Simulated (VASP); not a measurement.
Set up this calculation in VASP 6.6.1, as the native input.

```yaml
Task: single point
Functional: PBE
Potentials_or_basis: VASP PAW PBE potentials, release 64 (Sc_sv)
Cutoff: 520 eV
k_mesh: 18 × 18 × 10
Occupations: gaussian, width 0.15 eV
Spin: no spin polarisation
Dipole_correction: no
Further_INCAR_settings: ALGO = Fast; EDIFF = 1e-06; NBANDS = 18
```

The structure of Sc lies in POSCAR:

```
Sc
1.0
    3.2095339604      0.0000000000      0.0000000000
   -1.6047669802      2.7795379440      0.0000000000
    0.0000000000      0.0000000000      5.4260400000
Sc
2
Direct
    0.3333333333      0.6666666667      0.2500000000
    0.6666666667      0.3333333333      0.7500000000
```

This cell differs from its parent crystal: strain -0.030 along x and y, +0.030 along z.

The input as run:

INCAR

```
SYSTEM = Sc
PREC     = Accurate       ! precision mode
ENCUT    = 520            ! plane-wave cutoff, eV
EDIFF    = 1E-6           ! SCF threshold, eV
ISMEAR   = 0              ! smearing method
SIGMA    = 0.15           ! smearing width, eV
LREAL    = .FALSE.        ! projectors in reciprocal space
LASPH    = .TRUE.         ! aspherical terms in the spheres
NELM     = 80             ! most SCF steps
ALGO     = Fast           ! electronic algorithm
ISIF     = 2              ! what is computed and relaxed
LWAVE    = .FALSE.        ! write WAVECAR
LCHARG   = .FALSE.        ! write CHGCAR
GGA      = PE             ! functional
NBANDS   = 18             ! bands
```

KPOINTS

```
regular mesh
0
G
  18 18 10
  0 0 0
```

Potentials or basis: VASP PAW PBE potentials, release 64 (Sc_sv).

The run is started by

```bash
$ cat potpaw_PBE.64/Sc_sv/POTCAR > POTCAR
$ mpirun -np 1 vasp_std > vasp.out
```

Results of the run:

| Quantity | Value |
| --- | --- |
| Pressure | 1.4 GPa |
| Band gap on the k mesh | zero (band 11 reaches 4.48 eV, above the bottom of band 12 at 3.37 eV) |

Caveat: the cell differs from its parent crystal (strain -0.030 along x and y, +0.030 along z).

Wall time 4.7 min on 1 thread of AMD EPYC 7R13, on a shared host, peak memory 0.25 GiB.
